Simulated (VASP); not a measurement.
# Ca in VASP: further runs, part 3 of 3

VASP 6.6.1.

### Step 6. Single point, PBEsol (the cell strained at random)

The input, INCAR:

```
PREC     = Accurate       # precision mode
ENCUT    = 520            # plane-wave cutoff, eV
EDIFF    = 1E-6           # SCF threshold, eV
ISMEAR   = 0              # smearing method
SIGMA    = 0.1            # smearing width, eV
LREAL    = F              # projectors in reciprocal space
LASPH    = T              # aspherical terms in the spheres
NELM     = 80             # most SCF steps
ALGO     = Fast           # electronic algorithm
ISIF     = 2              # what is computed and relaxed
LWAVE    = F              # write WAVECAR
LCHARG   = F              # write CHGCAR
GGA      = PS             # functional
NBANDS   = 11             # bands
```

The input, KPOINTS:

```
Automatic mesh
0
Gamma
  12 12 12
```

The input, POSCAR:

```
Ca
1.0
   -2.2266533293      2.2258371677      2.2147326651
    2.2120272047     -2.2217523942      2.1959443193
    2.2707574274      2.2658564922     -2.2106309840
Ca
1
Direct
    0.5000000000      0.5000000000      0.0000000000
```

Potentials or basis: VASP PAW PBE potentials, release 64 (Ca_sv).

On the command line:

```bash
$ cat potpaw_PBE.64/Ca_sv/POTCAR > POTCAR
$ mpirun -np 1 vasp_std > vasp.out
```

OUTCAR:

```text
PREC = Accurate
   ENCUT = 520
   EDIFF = 1E-6
   ISMEAR = 0
   LREAL = F
   LASPH = T
   NELM = 80
   ISIF = 2
   GGA = PS

 ion  position               nearest neighbor table
   1  0.500  0.500  0.000-

  LATTYP: Found a triclinic cell.
 ALAT       =     6.3096868771
 B/A-ratio  =     0.6100674539
 C/A-ratio  =     1.0156286730
 COS(alpha) =     0.0002962392
 COS(beta)  =     0.5091620164
 COS(gamma) =     0.8121713416

  Lattice vectors:

[... 517 lines left out ...]
      9       5.2249      0.00000
     10       5.9018      0.00000
     11       6.8319      0.00000

 [... further k-points ...]

------------------------ aborting loop because EDIFF is reached ----------------------------------------

  FORCE on cell =-STRESS in cart. coord.  units (eV):
  Direction    XX          YY          ZZ          XY          YZ          ZX
  --------------------------------------------------------------------------------------
  -------------------------------------------------------------------------------------
  Total       -0.3802315     -0.3784029     -0.3810800     -0.0580682     -0.0065018      0.0182551
  in kB      -13.7205804    -13.6545970    -13.7511978     -2.0953803     -0.2346150      0.6587309
  external PRESSURE =     -13.7087917 kB  Pullay stress =       0.0000000 kB

 VOLUME and BASIS-vectors are now :
 -----------------------------------------------------------------------------
  energy-cutoff  :      520.00
  volume of cell :       44.40
      direct lattice vectors                 reciprocal lattice vectors
    -2.226653329  2.225837168  2.214732665    -0.001446386  0.222440529  0.226511764
     2.212027205 -2.221752394  2.195944319     0.223844533 -0.002405654  0.227467078
     2.270757427  2.265856492 -2.210630984     0.220908318  0.220463581  0.000528374

 POSITION                                       TOTAL-FORCE (eV/Angst)
 -----------------------------------------------------------------------------------
     -0.00731      0.00204      2.20534         0.000000     -0.000000      0.000000
 -----------------------------------------------------------------------------------
    total drift:                                0.000000     -0.000000      0.000000

  FREE ENERGIE OF THE ION-ELECTRON SYSTEM (eV)
  ---------------------------------------------------
  free  energy   TOTEN  =        -2.1022961936 eV

  energy  without entropy=       -2.0932618705  energy(sigma->0) =       -2.09777903
```

stdout:

```text
POSCAR found type information on POSCAR Ca
 POSCAR found :  1 types and       1 ions
 scaLAPACK will be used
 -----------------------------------------------------------------------------
|                                                                             |
|                                                                             |
|     You enforced a specific xc type in the INCAR file but a different       |
[... 20 lines left out ...]
WARNING in EDDRMM: call to ZHEGV failed, returncode =   8  4      9
WARNING in EDDRMM: call to ZHEGV failed, returncode =   6  3      5
WARNING in EDDRMM: call to ZHEGV failed, returncode =   8  4      5
WARNING in EDDRMM: call to ZHEGV failed, returncode =   8  4      5
WARNING in EDDRMM: call to ZHEGV failed, returncode =   6  3      5
WARNING in EDDRMM: call to ZHEGV failed, returncode =   6  3      5
WARNING in EDDRMM: call to ZHEGV failed, returncode =   8  4     11
```

Wall time 9.5 min (1 thread of Oxide Virtual Turin-like, shared host); peak memory 0.47 GiB.

What came out:

```
Free energy            : -2.1023 eV
Pressure               : -1.4 GPa
Band gap on the k mesh : zero (bands 5 and 6 overlap by 0.45 eV)
```

Levels at points of the mesh, in eV from the Fermi level:
```tsv
k point	band 3	band 4	band 5	band 6	band 7	band 8
(0.00, 0.00, 0.00)	-23.02	-23.02	-4.00	2.13	2.17	2.28
(0.50, 0.00, 0.00)	-23.06	-23.02	-0.89	-0.07	1.26	3.12
(0.00, 0.50, 0.00)	-23.06	-23.02	-0.87	-0.03	1.26	3.11
(0.50, 0.50, 0.00)	-23.07	-23.02	-0.88	-0.05	1.37	3.00
(0.00, 0.00, 0.50)	-23.06	-23.02	-0.98	-0.17	1.33	3.08
(0.50, 0.00, 0.50)	-23.06	-23.02	-0.90	-0.07	1.25	3.14
(0.00, 0.50, 0.50)	-23.06	-23.02	-0.89	-0.05	1.27	3.11
(0.50, 0.50, 0.50)	-23.11	-23.10	0.07	0.10	3.58	3.63
```

Caveat: the cell differs from its parent crystal (the cell strained at random); the PAW data sets were made with another functional, which shifts forces and pressure a little.

### Step 7. Single point, PBEsol (the cell strained at random)

The input, INCAR:

```
SYSTEM = Ca
PREC = Accurate
ENCUT = 520
EDIFF = 1E-7
ISMEAR = 0
SIGMA = 0.1
LREAL = .False.
LASPH = .True.
NELM = 80
ALGO = Fast
ISIF = 2
LWAVE = .False.
LCHARG = .True.
GGA = PS
LELF = .True.
LVHAR = .True.
NBANDS = 11
```

The input, KPOINTS:

```
regular mesh
0
Gamma
  12 12 12
  0 0 0
```

The input, POSCAR:

```
Ca
1.0
   -2.2506114361      2.2415696415      2.2441635295
    2.2512702705     -2.2420088644      2.2452661320
    2.2947155342      2.2861129625     -2.2446045705
Ca
1
Direct
    0.5000000000      0.5000000000      0.0000000000
```

On the command line:

```bash
$ cat potpaw_PBE.64/Ca_sv/POTCAR > POTCAR
$ mpirun -np 1 vasp_std > vasp.out
```

Run time: 10 min. Hardware: 1 thread of Oxide Virtual Turin-like, shared host; peak memory 0.49 GiB.

It converged, with:

* Free energy: -2.0844 eV
* Pressure: -1.9 GPa
* Band gap on the k mesh: zero (bands 5 and 6 overlap by 0.46 eV)

Stress tensor (GPa, compression positive):
```
-1.86 -0.20  0.00
-0.20 -1.86  0.00
 0.00  0.00 -1.86
```

Levels at points of the mesh, in eV from the Fermi level:
```tsv
k point	band 1	band 2	band 3	band 4	band 5	band 6	band 7	band 8	band 9	band 10
(0.00, 0.00, 0.00)	-42.12	-23.12	-23.12	-23.12	-3.92	2.10	2.11	2.21	3.09	3.14
(0.50, 0.00, 0.00)	-42.11	-23.22	-23.15	-23.12	-0.87	-0.08	1.25	3.02	3.36	4.02
(0.00, 0.50, 0.00)	-42.11	-23.22	-23.15	-23.12	-0.88	-0.10	1.27	3.00	3.35	4.02
(0.50, 0.50, 0.00)	-42.11	-23.23	-23.16	-23.12	-0.85	-0.06	1.33	2.92	3.29	4.04
(0.00, 0.00, 0.50)	-42.11	-23.21	-23.15	-23.12	-0.95	-0.18	1.30	3.00	3.37	3.99
(0.50, 0.00, 0.50)	-42.11	-23.22	-23.15	-23.12	-0.88	-0.09	1.27	3.00	3.35	4.02
(0.00, 0.50, 0.50)	-42.11	-23.22	-23.15	-23.12	-0.87	-0.08	1.25	3.02	3.36	4.02
(0.50, 0.50, 0.50)	-42.10	-23.20	-23.19	-23.19	0.12	0.14	3.46	3.54	3.66	3.77
```

Caveat: the cell differs from its parent crystal (the cell strained at random); the PAW data sets were made with another functional, which shifts forces and pressure a little.

### Step 8. The runs side by side

| cell | k mesh | gap on the mesh (eV) | pressure (GPa) |
| --- | --- | --- | --- |
| a = 3.856 Å, angles 109.8, 109.8, 108.9°, 1 atom | 12 × 12 × 12 | none | -1.3 |
| a = 3.887 Å, angles 108.6, 108.6, 111.3°, 1 atom | 14 × 14 × 14 | none | -1.6 |
| a = 3.823, b = 3.823, c = 3.816 Å, angles 108.9, 110.2, 109.4°, 1 atom | 12 × 12 × 12 | none | -0.9 |
| a = 3.960, b = 3.909, c = 3.909 Å, angles 109.3, 109.5, 109.0°, 1 atom | 12 × 12 × 12 | none | -2.0 |
| a = 3.849, b = 3.828, c = 3.896 Å, angles 109.0, 109.1, 109.9°, 1 atom | 12 × 12 × 12 | none | -1.4 |
| a = 3.889, b = 3.891, c = 3.941 Å, angles 109.0, 109.3, 109.5°, 1 atom | 12 × 12 × 12 | none | -1.9 |

Alike in all rows: task single point; level PBEsol; potentials or basis VASP PAW PBE potentials, release 64 (Ca_sv); no spin polarisation; cutoff (eV) 520; smearing gaussian 0.1 eV.

Caveats: the PAW data sets were made with another functional, which shifts forces and pressure a little.

Absolute energies hang on the potentials; compare differences alone.
